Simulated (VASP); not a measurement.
# PbS (Fm-3m) in VASP: a series of runs, part 2 of 2

VASP 6.6.1. The steps go on from the part before.

## Step 4: Single point, PBE, collinear spin

This run uses another cell than the first one, of 25.56 Å³/atom.

INCAR

```
PREC = Accurate ; ENCUT = 520
EDIFF = 1E-6 ; ISMEAR = 0
SIGMA = 0.02 ; LREAL = F
LASPH = T ; NELM = 150
ALGO = Normal ; ISIF = 2
LWAVE = F ; LCHARG = T
ISPIN = 2 ; MAGMOM = 0.5 0
LORBIT = 11 ; GGA = PE
LELF = T ; LVHAR = T
NBANDS = 21
```

KPOINTS

```
regular mesh
0
Gamma
  8 8 8
```

POSCAR

```
PbS
1.0
    0.0000000000      2.9458450378      2.9458450378
    2.9458450378      0.0000000000      2.9458450378
    2.9458450378      2.9458450378      0.0000000000
Pb S
1 1
Direct
    0.0000000000      0.0000000000      0.0000000000
    0.5000000000      0.5000000000      0.5000000000
```

Potentials or basis: VASP PAW PBE potentials, release 64 (Pb_d, S).

Command:

```bash
cat potpaw_PBE.64/Pb_d/POTCAR potpaw_PBE.64/S/POTCAR > POTCAR
mpirun -np 1 vasp_std > vasp.out
```

OUTCAR:

```text
PREC = Accurate
   ENCUT = 520
   EDIFF = 1E-6
   ISMEAR = 0
   LREAL = F
   LASPH = T
   NELM = 150
   ISIF = 2
   ISPIN = 2
   LORBIT = 11
   GGA = PE

 ion  position               nearest neighbor table
   1  0.000  0.000  0.000-   2 2.95   2 2.95   2 2.95   2 2.95   2 2.95   2 2.95
   2  0.500  0.500  0.500-   1 2.95   1 2.95   1 2.95   1 2.95   1 2.95   1 2.95

  LATTYP: Found a face centered cubic cell.
 ALAT       =     5.8916900756

  Lattice vectors:

 A1 = (   0.0000000000,   2.9458450378,   2.9458450378)
 A2 = (   2.9458450378,   0.0000000000,   2.9458450378)
 A3 = (   2.9458450378,   2.9458450378,   0.0000000000)

Analysis of symmetry for initial positions (statically):
=====================================================================
 Subroutine PRICEL returns:
 Original cell was already a primitive cell.

 Routine SETGRP: Setting up the symmetry group for a
 face centered cubic supercell.

 Subroutine GETGRP returns: Found 48 space group operations
 (whereof 48 operations were pure point group operations)
 out of a pool of 48 trial point group operations.

The static configuration has the point symmetry O_h .

Analysis of symmetry for dynamics (positions and initial velocities):
=====================================================================
 Subroutine PRICEL returns:
 Original cell was already a primitive cell.

 Routine SETGRP: Setting up the symmetry group for a
 face centered cubic supercell.

 Subroutine GETGRP returns: Found 48 space group operations
 (whereof 48 operations were pure point group operations)
 out of a pool of 48 trial point group operations.

The dynamic configuration has the point symmetry O_h .

Analysis of structural, dynamic, and magnetic symmetry:
=====================================================================
 Subroutine PRICEL returns:
 Original cell was already a primitive cell.

 Routine SETGRP: Setting up the symmetry group for a
 face centered cubic supercell.

 Subroutine GETGRP returns: Found 48 space group operations
 (whereof 48 operations were pure point group operations)
 out of a pool of 48 trial point group operations.

The overall configuration has the point symmetry O_h .

 Subroutine INISYM returns: Found 48 space group operations
 (whereof 48 operations are pure point group operations),
 and found     1 'primitive' translations

----------------------------------------------------------------------------------------

                                     Primitive cell

  volume of cell :      51.1281

  direct lattice vectors                    reciprocal lattice vectors
     0.000000000  2.945845038  2.945845038    -0.169730584  0.169730584  0.169730584
     2.945845038  0.000000000  2.945845038     0.169730584 -0.169730584  0.169730584
     2.945845038  2.945845038  0.000000000     0.169730584  0.169730584 -0.169730584

  length of vectors
     4.166054005  4.166054005  4.166054005     0.293981996  0.293981996  0.293981996

  position of ions in fractional coordinates (direct lattice)
     0.000000000  0.000000000  0.000000000
     0.500000000  0.500000000  0.500000000

  ion indices of the primitive-cell ions
   primitive index   ion index
                 1           1
[... 65 lines left out ...]
   ISTART =      0    job   : 0-new  1-cont  2-samecut
   ICHARG =      2    charge: 1-file 2-atom 10-const
   ISPIN  =      2    spin polarized calculation?
   LNONCOLLINEAR =      F non collinear calculations
   LSORBIT =      F    spin-orbit coupling
   LASPH  =      T    aspherical Exc in radial PAW
   ENCUT  =  520.0 eV  38.22 Ry    6.18 a.u.   7.75  7.75  7.75*2*pi/ulx,y,z
   NELM   =    150;   NELMIN=  2; NELMDL= -5     # of ELM steps
   EDIFF  = 0.1E-05   stopping-criterion for ELM
   LREAL  =      F    real-space projection
   EDIFFG = 0.1E-04   stopping-criterion for IOM
   NSW    =      0    number of steps for IOM
   IBRION =     -1    ionic relax: 0-MD 1-quasi-New 2-CG
   NFREE  =      0    steps in history (QN), initial steepest desc. (CG)
   ISIF   =      2    stress and relaxation
   ISYM   =      2    0-nonsym 1-usesym 2-fastsym
   POTIM  = 0.5000    time-step for ionic-motion
   TEBEG  =    0.0;   TEEND  =   0.0 temperature during run
   PSTRESS=    0.0 pullay stress
   NELECT =      20.0000    total number of electrons
   NUPDOWN=      -1.0000    fix difference up-down
   EMIN   =  10.00;   EMAX   =-10.00  energy-range for DOS
   EFERMI =   0.00;   METHOD = LEGACY
   ISMEAR =     0;   SIGMA  =   0.02  broadening in eV -4-tet -1-fermi 0-gaus
   EFERMI_NEDOS =   21; number of points for ismear=-14 and -15
   IALGO  =     38    algorithm
   IMIX   =      4    mixing-type and parameters
     AMIX     =   0.40;   BMIX     =  1.00
     AMIX_MAG =   1.60;   BMIX_MAG =  1.00
  volume/ion in A,a.u.               =      25.56       172.51
  Fermi-wavevector in a.u.,A,eV,Ry     =   1.197287  2.262544 19.503899  1.433496
  Thomas-Fermi vector in A             =   2.333206
   LORBIT       =     11    0 simple, 1 ext, 2 COOP (PROOUT), +10 PAW based schemes
   GGA     = PE    functional components
   LHFCALC =     F    Hartree Fock is set to
   AEXX    =    0.0000 exact exchange contribution
   IVDW    =     0    specifies the selected vdW correction
   LEPSILON=     F    determine dielectric tensor
   LRPA    =     F    only Hartree local field effects (RPA)
 spin polarized calculation
 Gauss-broadening in eV      SIGMA  =   0.02
  energy-cutoff  :      520.00
  volume of cell :       51.13
 maximum number of plane-waves:      1411
   NGX = 15   NGY = 15   NGZ = 15

 number of electron      19.9999996 magnetization      -0.0005419

 number of electron      19.9999996 magnetization       0.0000559

 Free energy of the ion-electron system (eV)
  ---------------------------------------------------
  ext. energy  EPLUGINS =         0.00000000
  ---------------------------------------------------
  free energy    TOTEN  =        -8.73731303 eV

  energy without entropy =       -8.73731303  energy(sigma->0) =       -8.73731303

 E-fermi :   6.2330     XC(G=0):  -9.7779

 val. band max:        6.1163453615   @ k =   0.5000   0.0000   0.0000
 cond. band min:       6.4037367812   @ k =   0.5000   0.0000   0.0000
 fundamental gap:      0.2873914197
 Fermi energy:         6.2329870913

 spin component 1

 k-point     1 :       0.0000    0.0000    0.0000
  band No.  band energies     occupation
      1     -10.7671      1.00000
      2     -10.7671      1.00000
      3     -10.7671      1.00000
      4     -10.7511      1.00000
      5     -10.7511      1.00000
      6      -7.6915      1.00000
[... 565 lines left out ...]
     20      21.3842      0.00000
     21      22.1855      0.00000

 [... further k-points ...]

 spin component 2

 k-point     1 :       0.0000    0.0000    0.0000
  band No.  band energies     occupation
      1     -10.7671      1.00000
      2     -10.7671      1.00000
      3     -10.7671      1.00000
      4     -10.7512      1.00000
      5     -10.7512      1.00000
      6      -7.6915      1.00000
[... 565 lines left out ...]
     20      21.3841      0.00000
     21      22.1855      0.00000

 [... further k-points ...]

------------------------ aborting loop because EDIFF is reached ----------------------------------------

  FORCE on cell =-STRESS in cart. coord.  units (eV):
  Direction    XX          YY          ZZ          XY          YZ          ZX
  --------------------------------------------------------------------------------------
  -------------------------------------------------------------------------------------
  Total        1.1067072      1.1067072      1.1067072     -0.0000000     -0.0000000      0.0000000
  in kB       34.6803640     34.6803640     34.6803640     -0.0000000     -0.0000000      0.0000000
  external PRESSURE =      34.6803640 kB  Pullay stress =       0.0000000 kB

 VOLUME and BASIS-vectors are now :
 -----------------------------------------------------------------------------
  energy-cutoff  :      520.00
  volume of cell :       51.13
      direct lattice vectors                 reciprocal lattice vectors
     0.000000000  2.945845038  2.945845038    -0.169730584  0.169730584  0.169730584
     2.945845038  0.000000000  2.945845038     0.169730584 -0.169730584  0.169730584
     2.945845038  2.945845038  0.000000000     0.169730584  0.169730584 -0.169730584

 POSITION                                       TOTAL-FORCE (eV/Angst)
 -----------------------------------------------------------------------------------
      0.00000      0.00000      0.00000        -0.000000      0.000000     -0.000000
      2.94585      2.94585      2.94585         0.000000     -0.000000      0.000000
 -----------------------------------------------------------------------------------
    total drift:                                0.000000     -0.000000     -0.000000

  FREE ENERGIE OF THE ION-ELECTRON SYSTEM (eV)
  ---------------------------------------------------
  free  energy   TOTEN  =        -8.7373130254 eV

  energy  without entropy=       -8.7373130254  energy(sigma->0) =       -8.73731303

 total charge

# of ion       s       p       d       tot
------------------------------------------
    1        1.489   0.516   9.849  11.854
    2        1.351   2.346   0.000   3.697
--------------------------------------------------
tot          2.839   2.863   9.849  15.550

 magnetization (x)

# of ion       s       p       d       tot
------------------------------------------
    1        0.000  -0.000  -0.000   0.000
    2        0.000   0.000   0.000   0.000
--------------------------------------------------
tot          0.000   0.000  -0.000   0.000
```

Run time: 50 s. Hardware: 1 thread of Intel Xeon Platinum 8259CL at 2.50GHz (Skylake/Cascade Lake), shared host; peak memory 0.22 GiB.

Results:

* Free energy: -8.7373 eV
* Pressure: 3.5 GPa
* Band gap on the k mesh: 0.29 eV
* Net moment: 0.00 μB per cell
* Valence electrons inside the program's atomic spheres: Pb 11.85; S 3.70

Levels at points of the mesh, in eV from the valence-band top:
Spin up:
```
           k point  band 7  band 8  band 9  band 10  band 11  band 12  band 13  band 14
(0.00, 0.00, 0.00)   -6.02   -2.30   -2.30    -2.30     5.25     5.25     5.25     6.65
(0.50, 0.00, 0.00)   -8.99   -1.89   -1.89     0.00     0.29     1.89     1.89     8.66
(0.50, 0.50, 0.00)   -7.26   -5.40   -3.60    -3.60     3.75     5.62     5.74     5.74
```
Spin down:
```tsv
k point	band 8	band 9	band 10	band 11	band 12	band 13
(0.00, 0.00, 0.00)	-2.30	-2.30	-2.30	5.25	5.25	5.25
(0.50, 0.00, 0.00)	-1.89	-1.89	0.00	0.29	1.89	1.89
(0.50, 0.50, 0.00)	-5.40	-3.60	-3.60	3.75	5.62	5.74
```

Caveat: the cell stands under pressure; spin-orbit coupling is left out, which moves the levels of the heavy elements. A k mesh can miss the band edges.

## Step 5: Overview

```tsv
cell	gap on the mesh (eV)	pressure (GPa)	moment (μB)
a = 4.109 Å, angles 60.0°, 2 atoms	0.11	6.5	0.00
a = 4.138 Å, angles 60.0°, 2 atoms	0.20	4.9	0.00
a = 4.166 Å, angles 60.0°, 2 atoms	0.29	3.5	0.00
```

Alike in all rows: task single point; level PBE; potentials or basis VASP PAW PBE potentials, release 64 (Pb_d, S); spin collinear; k mesh 8 × 8 × 8; cutoff (eV) 520; smearing gaussian 0.02 eV.

Caveats: the cell stands under pressure; spin-orbit coupling is left out, which moves the levels of the heavy elements.

Absolute energies hang on the potentials; compare differences alone.
